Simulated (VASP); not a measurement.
# Fe3Co (P4/mmm) in VASP: single point with PBEsol

Aim: the single point of Fe3Co with PBEsol.

Everything below comes from runs of VASP 6.6.1. Logs are shortened: lines on timing, memory, paths and dates and some standing lists are left out, and cuts for length are marked.

### Step 1. The cell of the first run

It takes space group P4/mmm (No. 123, tetragonal). Conventional cell: a = 4.045 Å, b = 4.045 Å, c = 2.846 Å, α = 90.00°, β = 90.00°, γ = 90.00°. Within 3.3 Å of Fe (site symmetry 4/mmm) lie 10 Fe at 2.47 to 2.85 Å and 4 Co at 2.86 Å. Fe (site symmetry mmm) has 10 Fe at 2.47 to 2.86 Å and 4 Co at 2.47 Å within 3.3 Å. Co (site symmetry 4/mmm) has 12 Fe at 2.47 to 2.86 Å and 2 Co at 2.85 Å within 3.3 Å.

### Step 2. Single point, PBEsol, collinear spin, ferromagnetic start (11.64 Å³/atom)

INCAR reads:

```
SYSTEM = Fe3Co
PREC = Accurate
ENCUT = 520
EDIFF = 1E-6
ISMEAR = 0
SIGMA = 0.1
LREAL = .False.
LASPH = .True.
NELM = 150
ALGO = Normal
ISIF = 2
LWAVE = .False.
LCHARG = .False.
ISPIN = 2
MAGMOM = 2.48 2.8 2.8 1.97
LORBIT = 11
LMAXMIX = 4
GGA = PS
NBANDS = 28
```

KPOINTS reads:

```
Automatic mesh
0
Gamma
  10 10 16
  0 0 0
```

POSCAR reads:

```
Fe3Co
1.0
    4.0451825080      0.0000000000      0.0000000000
    0.0000000000      4.0451825080      0.0000000000
    0.0000000000      0.0000000000      2.8458604713
Fe Co
3 1
Direct
    0.5000000000      0.5000000000      0.0000000000
    0.5000000000      0.0000000000      0.5000000000
    0.0000000000      0.5000000000      0.5000000000
    0.0000000000      0.0000000000      0.0000000000
```

Potentials or basis: VASP PAW PBE potentials, release 64 (Fe, Co).

Command:

```
> cat potpaw_PBE.64/Fe/POTCAR potpaw_PBE.64/Co/POTCAR > POTCAR
> mpirun -np 1 vasp_std > vasp.out
```

OUTCAR:

```text
SYSTEM = Fe3Co
   PREC = Accurate
   ENCUT = 520
   EDIFF = 1E-6
   ISMEAR = 0
   LREAL = .False.
   LASPH = .True.
   NELM = 150
   ISIF = 2
   ISPIN = 2
   LORBIT = 11
   GGA = PS

 ion  position               nearest neighbor table
   1  0.500  0.500  0.000-   2 2.47   3 2.47   2 2.47   3 2.47   2 2.47   2 2.47   3 2.47   3 2.47
                             4 2.86   4 2.86   4 2.86   4 2.86
   2  0.500  0.000  0.500-   1 2.47   4 2.47   1 2.47   4 2.47   1 2.47   1 2.47   4 2.47   4 2.47
                             3 2.86   3 2.86   3 2.86   3 2.86
   3  0.000  0.500  0.500-   1 2.47   4 2.47   1 2.47   4 2.47   4 2.47   4 2.47   1 2.47   1 2.47
                             2 2.86   2 2.86   2 2.86   2 2.86
   4  0.000  0.000  0.000-   2 2.47   3 2.47   2 2.47   3 2.47   3 2.47   3 2.47   2 2.47   2 2.47
                             1 2.86   1 2.86   1 2.86   1 2.86

  LATTYP: Found a simple tetragonal cell.
 ALAT       =     4.0451825080
 C/A-ratio  =     0.7035184360

  Lattice vectors:

 A1 = (   4.0451825080,   0.0000000000,   0.0000000000)
 A2 = (   0.0000000000,   4.0451825080,   0.0000000000)
 A3 = (   0.0000000000,   0.0000000000,   2.8458604713)

Analysis of symmetry for initial positions (statically):
=====================================================================
 Subroutine PRICEL returns:
 Original cell was already a primitive cell.

 Routine SETGRP: Setting up the symmetry group for a
 simple tetragonal supercell.

 Subroutine GETGRP returns: Found 16 space group operations
 (whereof 16 operations were pure point group operations)
 out of a pool of 16 trial point group operations.

The static configuration has the point symmetry D_4h.

Analysis of symmetry for dynamics (positions and initial velocities):
=====================================================================
 Subroutine PRICEL returns:
 Original cell was already a primitive cell.

 Routine SETGRP: Setting up the symmetry group for a
 simple tetragonal supercell.

 Subroutine GETGRP returns: Found 16 space group operations
 (whereof 16 operations were pure point group operations)
 out of a pool of 16 trial point group operations.

The dynamic configuration has the point symmetry D_4h.

Analysis of structural, dynamic, and magnetic symmetry:
=====================================================================
 Subroutine PRICEL returns:
 Original cell was already a primitive cell.

 Routine SETGRP: Setting up the symmetry group for a
 simple tetragonal supercell.

 Subroutine GETGRP returns: Found 16 space group operations
 (whereof 16 operations were pure point group operations)
 out of a pool of 16 trial point group operations.

The overall configuration has the point symmetry D_4h.

 Subroutine INISYM returns: Found 16 space group operations
 (whereof 16 operations are pure point group operations),
 and found     1 'primitive' translations

----------------------------------------------------------------------------------------

                                     Primitive cell

  volume of cell :      46.5682

  direct lattice vectors                    reciprocal lattice vectors
     4.045182508  0.000000000  0.000000000     0.247207635  0.000000000  0.000000000
     0.000000000  4.045182508  0.000000000     0.000000000  0.247207635  0.000000000
     0.000000000  0.000000000  2.845860471     0.000000000  0.000000000  0.351387572

  length of vectors
     4.045182508  4.045182508  2.845860471     0.247207635  0.247207635  0.351387572

  position of ions in fractional coordinates (direct lattice)
     0.500000000  0.500000000  0.000000000
     0.500000000  0.000000000  0.500000000
     0.000000000  0.500000000  0.500000000
     0.000000000  0.000000000  0.000000000

  ion indices of the primitive-cell ions
   primitive index   ion index
                 1           1
                 2           2
                 3           3
                 4           4

----------------------------------------------------------------------------------------

 KPOINTS: Automatic mesh

Automatic generation of k-mesh.
 Grid dimensions read from file:
 generate k-points for:   10   10   16

 Generating k-lattice:

  Cartesian coordinates                     Fractional coordinates (reciprocal lattice)
     0.024720763  0.000000000  0.000000000     0.100000000  0.000000000  0.000000000
     0.000000000  0.024720763  0.000000000     0.000000000  0.100000000  0.000000000
     0.000000000  0.000000000  0.021961723     0.000000000  0.000000000  0.062500000

  Length of vectors
     0.024720763  0.024720763  0.021961723

  Shift w.r.t. Gamma in fractional coordinates (k-lattice)
     0.000000000  0.000000000  0.000000000

 Subroutine IBZKPT returns following result:
 ===========================================

 Found    189 irreducible k-points:

 Following reciprocal coordinates:
            Coordinates               Weight
  0.000000  0.000000  0.000000      1.000000
  0.100000  0.000000  0.000000      4.000000
  0.200000  0.000000  0.000000      4.000000
  0.300000  0.000000  0.000000      4.000000
  0.400000  0.000000  0.000000      4.000000
  0.500000  0.000000  0.000000      2.000000
[... 16 lines left out ...]
  0.100000  0.000000  0.062500      8.000000
  0.200000  0.000000  0.062500      8.000000
 [... further k-points ...]
   k-points           NKPTS =    189   k-points in BZ     NKDIM =    189   number of bands    NBANDS=     28
   number of dos      NEDOS =    301   number of ions     NIONS =      4
   total plane-waves  NPLWV =  21600
   dimension x,y,z NGX =    30 NGY =   30 NGZ =   24
   dimension x,y,z NGXF=    60 NGYF=   60 NGZF=   48
   ions per type =               3   1
   NGX,Y,Z   is equivalent  to a cutoff of  12.33, 12.33, 14.02 a.u.
   NGXF,Y,Z  is equivalent  to a cutoff of  24.66, 24.66, 28.04 a.u.
 SYSTEM =  Fe3Co
   PREC   = accura    normal or accurate (medium, high low for compatibility)
   ISTART =      0    job   : 0-new  1-cont  2-samecut
   ICHARG =      2    charge: 1-file 2-atom 10-const
   ISPIN  =      2    spin polarized calculation?
   LNONCOLLINEAR =      F non collinear calculations
   LSORBIT =      F    spin-orbit coupling
   LASPH  =      T    aspherical Exc in radial PAW
   ENCUT  =  520.0 eV  38.22 Ry    6.18 a.u.   7.52  7.52  5.29*2*pi/ulx,y,z
   NELM   =    150;   NELMIN=  2; NELMDL= -5     # of ELM steps
   EDIFF  = 0.1E-05   stopping-criterion for ELM
   LREAL  =      F    real-space projection
   EDIFFG = 0.1E-04   stopping-criterion for IOM
   NSW    =      0    number of steps for IOM
   IBRION =     -1    ionic relax: 0-MD 1-quasi-New 2-CG
   NFREE  =      0    steps in history (QN), initial steepest desc. (CG)
   ISIF   =      2    stress and relaxation
   ISYM   =      2    0-nonsym 1-usesym 2-fastsym
   POTIM  = 0.5000    time-step for ionic-motion
   TEBEG  =    0.0;   TEEND  =   0.0 temperature during run
   PSTRESS=    0.0 pullay stress
   NELECT =      33.0000    total number of electrons
   NUPDOWN=      -1.0000    fix difference up-down
   EMIN   =  10.00;   EMAX   =-10.00  energy-range for DOS
   EFERMI =   0.00;   METHOD = LEGACY
   ISMEAR =     0;   SIGMA  =   0.10  broadening in eV -4-tet -1-fermi 0-gaus
   EFERMI_NEDOS =   21; number of points for ismear=-14 and -15
   IALGO  =     38    algorithm
   IMIX   =      4    mixing-type and parameters
     AMIX     =   0.40;   BMIX     =  1.00
     AMIX_MAG =   1.60;   BMIX_MAG =  1.00
  volume/ion in A,a.u.               =      11.64        78.56
  Fermi-wavevector in a.u.,A,eV,Ry     =   1.459541  2.758132 28.983932  2.130259
  Thomas-Fermi vector in A             =   2.576096
   LORBIT       =     11    0 simple, 1 ext, 2 COOP (PROOUT), +10 PAW based schemes
   GGA     = PS    functional components
   LHFCALC =     F    Hartree Fock is set to
   AEXX    =    0.0000 exact exchange contribution
   IVDW    =     0    specifies the selected vdW correction
   LEPSILON=     F    determine dielectric tensor
   LRPA    =     F    only Hartree local field effects (RPA)
 spin polarized calculation
 Gauss-broadening in eV      SIGMA  =   0.10
  energy-cutoff  :      520.00
  volume of cell :       46.57
 maximum number of plane-waves:      1279
   NGX = 15   NGY = 15   NGZ = 11

 number of electron      33.0000000 magnetization      10.0500000

 number of electron      32.9999999 magnetization       9.3316628

 Free energy of the ion-electron system (eV)
  ---------------------------------------------------
  ext. energy  EPLUGINS =         0.00000000
  ---------------------------------------------------
  free energy    TOTEN  =       -34.48962153 eV

  energy without entropy =      -34.47780838  energy(sigma->0) =      -34.48371495

 E-fermi :   6.5265     XC(G=0): -13.1375

 val. band max:        6.5226920897   @ k =   0.4000   0.0000   0.0000
 cond. band min:       6.5265520845   @ k =   0.5000   0.4000   0.0625
 fundamental gap:      0.0038599949
 Fermi energy:         6.5265356472

 spin component 1

 k-point     1 :       0.0000    0.0000    0.0000
  band No.  band energies     occupation
      1      -2.0975      1.00000
      2       1.3967      1.00000
      3       1.5043      1.00000
      4       1.5794      1.00000
      5       1.6039      1.00000
      6       2.9188      1.00000
[... 20 lines left out ...]
     27      15.8396      0.00000
     28      16.0294      0.00000

 k-point     2 :       0.1000    0.0000    0.0000
  band No.  band energies     occupation
      1      -1.9965      1.00000
      2       1.4168      1.00000
      3       1.5371      1.00000
      4       1.6222      1.00000
      5       1.6455      1.00000
      6       2.9410      1.00000
[... 674 lines left out ...]
 k-point    24 :       0.2000    0.0000    0.0625
  band No.  band energies     occupation
      1      -1.6205      1.00000
      2       1.4529      1.00000
      3       1.7163      1.00000
      4       1.7797      1.00000
      5       1.8069      1.00000
      6       2.9958      1.00000
[... 20 lines left out ...]
     27      15.2449      0.00000
     28      16.1662      0.00000

 [... further k-points ...]

 spin component 2

 k-point     1 :       0.0000    0.0000    0.0000
  band No.  band energies     occupation
      1      -1.8557      1.00000
      2       2.8244      1.00000
      3       2.8416      1.00000
      4       3.4341      1.00000
      5       3.4580      1.00000
      6       4.7564      1.00000
[... 20 lines left out ...]
     27      16.1927      0.00000
     28      16.3779      0.00000

 k-point     2 :       0.1000    0.0000    0.0000
  band No.  band energies     occupation
      1      -1.7543      1.00000
      2       2.7662      1.00000
      3       2.9052      1.00000
      4       3.4723      1.00000
      5       3.5022      1.00000
      6       4.7804      1.00000
[... 674 lines left out ...]
 k-point    24 :       0.2000    0.0000    0.0625
  band No.  band energies     occupation
      1      -1.3757      1.00000
      2       2.5848      1.00000
      3       3.1604      1.00000
      4       3.6212      1.00000
      5       3.6571      1.00000
      6       4.8324      1.00000
[... 20 lines left out ...]
     27      16.4173      0.00000
     28      16.6996      0.00000

 [... further k-points ...]

------------------------ aborting loop because EDIFF is reached ----------------------------------------

  FORCE on cell =-STRESS in cart. coord.  units (eV):
  Direction    XX          YY          ZZ          XY          YZ          ZX
  --------------------------------------------------------------------------------------
  -------------------------------------------------------------------------------------
  Total       -3.1093764     -3.1093764     -3.1164883      0.0000000      0.0000000      0.0000000
  in kB     -106.9778929   -106.9778929   -107.2225774      0.0000000      0.0000000      0.0000000
  external PRESSURE =    -107.0594544 kB  Pullay stress =       0.0000000 kB

 VOLUME and BASIS-vectors are now :
 -----------------------------------------------------------------------------
  energy-cutoff  :      520.00
  volume of cell :       46.57
      direct lattice vectors                 reciprocal lattice vectors
     4.045182508  0.000000000  0.000000000     0.247207635  0.000000000  0.000000000
     0.000000000  4.045182508  0.000000000     0.000000000  0.247207635  0.000000000
     0.000000000  0.000000000  2.845860471     0.000000000  0.000000000  0.351387572

 POSITION                                       TOTAL-FORCE (eV/Angst)
 -----------------------------------------------------------------------------------
      2.02259      2.02259      0.00000         0.000000      0.000000      0.000000
      2.02259      0.00000      1.42293         0.000000      0.000000      0.000000
      0.00000      2.02259      1.42293         0.000000      0.000000      0.000000
      0.00000      0.00000      0.00000         0.000000      0.000000      0.000000
 -----------------------------------------------------------------------------------
    total drift:                                0.000000      0.000000     -0.000000

  FREE ENERGIE OF THE ION-ELECTRON SYSTEM (eV)
  ---------------------------------------------------
  free  energy   TOTEN  =       -34.4896215265 eV

  energy  without entropy=      -34.4778083805  energy(sigma->0) =      -34.48371495

 total charge

# of ion       s       p       d       tot
------------------------------------------
    1        0.477   0.511   6.245   7.233
    2        0.475   0.519   6.183   7.177
    3        0.475   0.519   6.183   7.177
    4        0.479   0.509   7.224   8.212
--------------------------------------------------
tot          1.906   2.058  25.834  29.799

 magnetization (x)

# of ion       s       p       d       tot
------------------------------------------
    1       -0.009  -0.047   2.446   2.390
    2       -0.008  -0.050   2.662   2.603
    3       -0.008  -0.050   2.662   2.603
    4       -0.020  -0.062   1.819   1.737
--------------------------------------------------
tot         -0.046  -0.210   9.588   9.333
```

Run time: 13 min. Hardware: 1 thread of Intel Xeon 8259CL, shared host; peak memory 0.45 GiB.

Results:

- Free energy: -34.4896 eV
- Pressure: -10.7 GPa
- Net moment: 9.33 μB per cell
- Site moments: Fe +2.39, +2.60 (each value once); Co +1.74 μB
- Valence electrons inside the program's atomic spheres: Fe 7.23, 7.18 (each value once); Co 8.21

Caveat: the cell stands under tension; the PAW data sets were made with another functional, which shifts forces and pressure a little.
